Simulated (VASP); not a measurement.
Here is a VASP 6.6.1 calculation.

INCAR

```
SYSTEM = HgH4Pb
  ALGO = Normal
  EDIFF = 1E-7
  ENCUT = 520
  GGA = PE
  ISIF = 2
  ISMEAR = 0
  LASPH = .TRUE.
  LCHARG = .FALSE.
  LREAL = .FALSE.
  LWAVE = .FALSE.
  NBANDS = 24
  NELM = 100
  PREC = Accurate
  SIGMA = 0.1
```

The input KPOINTS:

```
k-points
0
G
  10 10 10
  0 0 0
```

POSCAR

```
HgH4Pb
1.0
    0.0000000000      3.4024627559      3.4024627559
    3.4024627559      0.0000000000      3.4024627559
    3.4024627559      3.4024627559      0.0000000000
Hg H Pb
1 4 1
Direct
    0.7500000000      0.7500000000      0.7500000000
    0.3229747839      0.3229747839      0.0310756483
    0.0310756483      0.3229747839      0.3229747839
    0.3229747839      0.3229747839      0.3229747839
    0.3229747839      0.0310756483      0.3229747839
    0.0000000000      0.0000000000      0.0000000000
```

Potentials or basis: VASP PAW PBE potentials, release 64 (Hg, H, Pb_d).

Run with:

```sh
$ cat potpaw_PBE.64/Hg/POTCAR potpaw_PBE.64/H/POTCAR potpaw_PBE.64/Pb_d/POTCAR > POTCAR
$ mpirun -np 1 vasp_std > vasp.out
```

Question: What does it give for the band gap on the k mesh?

Answer: Zero (band 15 reaches 3.32 eV, above the bottom of band 16 at 2.52 eV).

Question: What does it give for the pressure?

Answer: 0.0 GPa.

Forces in eV/Å, atoms in the order of the input:
```
Hg   0.000  0.000  0.000
H   -0.004 -0.004  0.004
H    0.004 -0.004 -0.004
H    0.004  0.004  0.004
H   -0.004  0.004 -0.004
Pb   0.000  0.000  0.000
```

Caveat: spin-orbit coupling is left out, which moves the levels of the heavy elements.
